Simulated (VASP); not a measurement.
# LiH (Fm-3m) in VASP: a series of runs

The runs below take LiH through single point, with PBE.

All numbers are computed with VASP 6.6.1; they aren't measurements. Logs are shortened: lines on timing, memory, paths and dates and some standing lists are left out, and cuts for length are marked.

### 1 The cell of the first run

Symmetry: Fm-3m, No. 225, cubic system. The conventional cell has a = 4.006 Å, b = 4.006 Å, c = 4.006 Å, α = 90.00°, β = 90.00°, γ = 90.00°. Li (site symmetry m-3m) has 6 H at 2.00 Å within 2.7 Å. Within 2.7 Å of H (site symmetry m-3m) lie 6 Li at 2.00 Å.

### 2 Single point, PBE

File INCAR:

```
PREC = Accurate
ENCUT = 520
EDIFF = 1E-6
ISMEAR = 0
SIGMA = 0.01
LREAL = False
LASPH = True
NELM = 60
ALGO = Normal
ISIF = 2
LWAVE = False
LCHARG = False
GGA = PE
NBANDS = 9
```

File KPOINTS:

```
Automatic mesh
0
Gamma
  6 6 6
```

File POSCAR:

```
LiH
1.0
    0.0000000000      2.0029952214      2.0029952214
    2.0029952214      0.0000000000      2.0029952214
    2.0029952214      2.0029952214      0.0000000000
Li H
1 1
Direct
    0.0000000000      0.0000000000      0.0000000000
    0.5000000000      0.5000000000      0.5000000000
```

Potentials or basis: VASP PAW PBE potentials, release 64 (Li_sv, H).

Run with:

```bash
cat potpaw_PBE.64/Li_sv/POTCAR potpaw_PBE.64/H/POTCAR > POTCAR
mpirun -np 1 vasp_std > vasp.out
```

OUTCAR:

```text
PREC = Accurate
   ENCUT = 520
   EDIFF = 1E-6
   ISMEAR = 0
   LREAL = False
   LASPH = True
   NELM = 60
   ISIF = 2
   GGA = PE

 ion  position               nearest neighbor table
   1  0.000  0.000  0.000-
   2  0.500  0.500  0.500-

  LATTYP: Found a face centered cubic cell.
 ALAT       =     4.0059904428

  Lattice vectors:

 A1 = (   0.0000000000,   2.0029952214,   2.0029952214)
 A2 = (   2.0029952214,   0.0000000000,   2.0029952214)
 A3 = (   2.0029952214,   2.0029952214,   0.0000000000)

Analysis of symmetry for initial positions (statically):
=====================================================================
 Subroutine PRICEL returns:
 Original cell was already a primitive cell.

 Routine SETGRP: Setting up the symmetry group for a
 face centered cubic supercell.

 Subroutine GETGRP returns: Found 48 space group operations
 (whereof 48 operations were pure point group operations)
 out of a pool of 48 trial point group operations.

The static configuration has the point symmetry O_h .

Analysis of symmetry for dynamics (positions and initial velocities):
=====================================================================
 Subroutine PRICEL returns:
 Original cell was already a primitive cell.

 Routine SETGRP: Setting up the symmetry group for a
 face centered cubic supercell.

 Subroutine GETGRP returns: Found 48 space group operations
 (whereof 48 operations were pure point group operations)
 out of a pool of 48 trial point group operations.

The dynamic configuration has the point symmetry O_h .

 Subroutine INISYM returns: Found 48 space group operations
 (whereof 48 operations are pure point group operations),
 and found     1 'primitive' translations

----------------------------------------------------------------------------------------

                                     Primitive cell

  volume of cell :      16.0720

  direct lattice vectors                    reciprocal lattice vectors
     0.000000000  2.002995221  2.002995221    -0.249626157  0.249626157  0.249626157
     2.002995221  0.000000000  2.002995221     0.249626157 -0.249626157  0.249626157
     2.002995221  2.002995221  0.000000000     0.249626157  0.249626157 -0.249626157

  length of vectors
     2.832663007  2.832663007  2.832663007     0.432365187  0.432365187  0.432365187

  position of ions in fractional coordinates (direct lattice)
     0.000000000  0.000000000  0.000000000
     0.500000000  0.500000000  0.500000000

  ion indices of the primitive-cell ions
   primitive index   ion index
                 1           1
                 2           2

----------------------------------------------------------------------------------------

 KPOINTS: Automatic mesh

Automatic generation of k-mesh.
 Grid dimensions read from file:
 generate k-points for:    6    6    6

 Generating k-lattice:

  Cartesian coordinates                     Fractional coordinates (reciprocal lattice)
    -0.041604360  0.041604360  0.041604360     0.166666667  0.000000000  0.000000000
     0.041604360 -0.041604360  0.041604360     0.000000000  0.166666667  0.000000000
     0.041604360  0.041604360 -0.041604360     0.000000000  0.000000000  0.166666667

  Length of vectors
     0.072060865  0.072060865  0.072060865

  Shift w.r.t. Gamma in fractional coordinates (k-lattice)
     0.000000000  0.000000000  0.000000000

 Subroutine IBZKPT returns following result:
 ===========================================

 Found     16 irreducible k-points:

 Following reciprocal coordinates:
            Coordinates               Weight
  0.000000  0.000000  0.000000      1.000000
  0.166667  0.000000  0.000000      8.000000
  0.333333  0.000000  0.000000      8.000000
  0.500000  0.000000  0.000000      4.000000
  0.166667  0.166667  0.000000      6.000000
  0.333333  0.166667  0.000000     24.000000
[... 8 lines left out ...]
 -0.333333  0.333333  0.166667     24.000000
 -0.333333  0.500000  0.166667     12.000000
   k-points           NKPTS =     16   k-points in BZ     NKDIM =     16   number of bands    NBANDS=      9
   number of dos      NEDOS =    301   number of ions     NIONS =      2
   total plane-waves  NPLWV =  13824
   dimension x,y,z NGX =    24 NGY =   24 NGZ =   24
   dimension x,y,z NGXF=    48 NGYF=   48 NGZF=   48
   ions per type =               1   1
   NGX,Y,Z   is equivalent  to a cutoff of  14.09, 14.09, 14.09 a.u.
   NGXF,Y,Z  is equivalent  to a cutoff of  28.17, 28.17, 28.17 a.u.
 SYSTEM =  unknown system
   PREC   = accura    normal or accurate (medium, high low for compatibility)
   ISTART =      0    job   : 0-new  1-cont  2-samecut
   ICHARG =      2    charge: 1-file 2-atom 10-const
   ISPIN  =      1    spin polarized calculation?
   LNONCOLLINEAR =      F non collinear calculations
   LSORBIT =      F    spin-orbit coupling
   LASPH  =      T    aspherical Exc in radial PAW
   ENCUT  =  520.0 eV  38.22 Ry    6.18 a.u.   5.27  5.27  5.27*2*pi/ulx,y,z
   NELM   =     60;   NELMIN=  2; NELMDL= -5     # of ELM steps
   EDIFF  = 0.1E-05   stopping-criterion for ELM
   LREAL  =      F    real-space projection
   EDIFFG = 0.1E-04   stopping-criterion for IOM
   NSW    =      0    number of steps for IOM
   IBRION =     -1    ionic relax: 0-MD 1-quasi-New 2-CG
   NFREE  =      0    steps in history (QN), initial steepest desc. (CG)
   ISIF   =      2    stress and relaxation
   ISYM   =      2    0-nonsym 1-usesym 2-fastsym
   POTIM  = 0.5000    time-step for ionic-motion
   TEBEG  =    0.0;   TEEND  =   0.0 temperature during run
   PSTRESS=    0.0 pullay stress
   NELECT =       4.0000    total number of electrons
   NUPDOWN=      -1.0000    fix difference up-down
   EMIN   =  10.00;   EMAX   =-10.00  energy-range for DOS
   EFERMI =   0.00;   METHOD = LEGACY
   ISMEAR =     0;   SIGMA  =   0.01  broadening in eV -4-tet -1-fermi 0-gaus
   EFERMI_NEDOS =   21; number of points for ismear=-14 and -15
   IALGO  =     38    algorithm
   IMIX   =      4    mixing-type and parameters
     AMIX     =   0.40;   BMIX     =  1.00
     AMIX_MAG =   1.60;   BMIX_MAG =  1.00
  volume/ion in A,a.u.               =       8.04        54.23
  Fermi-wavevector in a.u.,A,eV,Ry     =   1.029765  1.945974 14.427843  1.060417
  Thomas-Fermi vector in A             =   2.163829
   LORBIT       =      0    0 simple, 1 ext, 2 COOP (PROOUT), +10 PAW based schemes
   GGA     = PE    functional components
   LHFCALC =     F    Hartree Fock is set to
   AEXX    =    0.0000 exact exchange contribution
   IVDW    =     0    specifies the selected vdW correction
   LEPSILON=     F    determine dielectric tensor
   LRPA    =     F    only Hartree local field effects (RPA)
 non-spin polarized calculation
 Gauss-broadening in eV      SIGMA  =   0.01
  energy-cutoff  :      520.00
  volume of cell :       16.07
 maximum number of plane-waves:       444
 NGX is ok and might be reduce to    24
   NGX = 11   NGY = 11   NGZ = 11

 number of electron       3.9999995 magnetization

 Free energy of the ion-electron system (eV)
  ---------------------------------------------------
  ext. energy  EPLUGINS =         0.00000000
  ---------------------------------------------------
  free energy    TOTEN  =        -6.12606815 eV

  energy without entropy =       -6.12606815  energy(sigma->0) =       -6.12606815

 E-fermi :   0.1510     XC(G=0):  -8.5169

 val. band max:        0.1024089153   @ k =   0.5000   0.5000   0.0000
 cond. band min:       3.0788264744   @ k =   0.5000   0.5000   0.0000
 fundamental gap:      2.9764175591
 Fermi energy:         0.1510116932

 k-point     1 :       0.0000    0.0000    0.0000
  band No.  band energies     occupation
      1     -44.1900      2.00000
      2      -5.3387      2.00000
      3      16.2229      0.00000
      4      18.0109      0.00000
      5      18.0109      0.00000
      6      18.0109      0.00000
      7      22.7306      0.00000
      8      22.7306      0.00000
      9      22.7306      0.00000

 k-point     2 :       0.1667    0.0000    0.0000
  band No.  band energies     occupation
      1     -44.1785      2.00000
      2      -4.8527      2.00000
      3      12.6101      0.00000
      4      16.1504      0.00000
      5      17.1882      0.00000
      6      17.1882      0.00000
      7      22.6193      0.00000
      8      23.9788      0.00000
      9      23.9788      0.00000

 k-point     3 :       0.3333    0.0000    0.0000
  band No.  band energies     occupation
      1     -44.1550      2.00000
      2      -3.5469      2.00000
      3       7.4297      0.00000
      4      14.4263      0.00000
      5      16.5628      0.00000
      6      16.5628      0.00000
      7      20.7106      0.00000
      8      20.7106      0.00000
      9      25.1694      0.00000

 k-point     4 :       0.5000    0.0000    0.0000
  band No.  band energies     occupation
      1     -44.1434      2.00000
      2      -2.5319      2.00000
      3       5.0272      0.00000
      4      13.7804      0.00000
      5      16.6194      0.00000
      6      16.6194      0.00000
      7      19.1971      0.00000
      8      19.1972      0.00000
      9      27.4462      0.00000
[... 109 lines left out ...]
 k-point    14 :       0.5000    0.3333    0.1667
  band No.  band energies     occupation
      1     -44.1401      2.00000
      2      -2.1568      2.00000
      3       7.2863      0.00000
      4       8.1389      0.00000
      5      13.0079      0.00000
      6      17.3947      0.00000
      7      20.9381      0.00000
      8      25.3124      0.00000
      9      29.2683      0.00000

 k-point    15 :      -0.3333    0.3333    0.1667
  band No.  band energies     occupation
      1     -44.1325      2.00000
      2      -0.9977      2.00000
      3       5.2808      0.00000
      4       7.1834      0.00000
      5      12.5974      0.00000
      6      17.0595      0.00000
      7      23.9872      0.00000
      8      25.7608      0.00000
      9      27.7003      0.00000

 k-point    16 :      -0.3333    0.5000    0.1667
  band No.  band energies     occupation
      1     -44.1290      2.00000
      2      -0.0735      2.00000
      3       4.0998      0.00000
      4       7.1232      0.00000
      5      11.6659      0.00000
      6      17.6490      0.00000
      7      19.9404      0.00000
      8      29.0316      0.00000
      9      29.2556      0.00000

------------------------ aborting loop because EDIFF is reached ----------------------------------------

  FORCE on cell =-STRESS in cart. coord.  units (eV):
  Direction    XX          YY          ZZ          XY          YZ          ZX
  --------------------------------------------------------------------------------------
  -------------------------------------------------------------------------------------
  Total       -0.0182764     -0.0182764     -0.0182764      0.0000000     -0.0000000      0.0000000
  in kB       -1.8219267     -1.8219267     -1.8219267      0.0000000     -0.0000000      0.0000000
  external PRESSURE =      -1.8219267 kB  Pullay stress =       0.0000000 kB

 VOLUME and BASIS-vectors are now :
 -----------------------------------------------------------------------------
  energy-cutoff  :      520.00
  volume of cell :       16.07
      direct lattice vectors                 reciprocal lattice vectors
     0.000000000  2.002995221  2.002995221    -0.249626157  0.249626157  0.249626157
     2.002995221  0.000000000  2.002995221     0.249626157 -0.249626157  0.249626157
     2.002995221  2.002995221  0.000000000     0.249626157  0.249626157 -0.249626157

 POSITION                                       TOTAL-FORCE (eV/Angst)
 -----------------------------------------------------------------------------------
      0.00000      0.00000      0.00000         0.000000     -0.000000     -0.000000
      2.00300      2.00300      2.00300        -0.000000      0.000000      0.000000
 -----------------------------------------------------------------------------------
    total drift:                                0.000000     -0.000000     -0.000000

  FREE ENERGIE OF THE ION-ELECTRON SYSTEM (eV)
  ---------------------------------------------------
  free  energy   TOTEN  =        -6.1260681547 eV

  energy  without entropy=       -6.1260681547  energy(sigma->0) =       -6.12606815
```

Wall time 8.5 s (1 thread of AMD EPYC 7R13, shared host); peak memory 0.1 GiB.

Results:

- Free energy: -6.1261 eV
- Band gap on the k mesh: 2.98 eV, direct

Caveat: the k points lie up to 0.45 Å⁻¹ apart; the cutoff is under 1.25 times the usual one of these potentials, so pressure, stress and relaxed cells hold a basis-set (Pulay) error. Expect the measured gap to be larger: semilocal functionals such as PBE lack the derivative discontinuity.

(Part 1 of 2 ends here.)
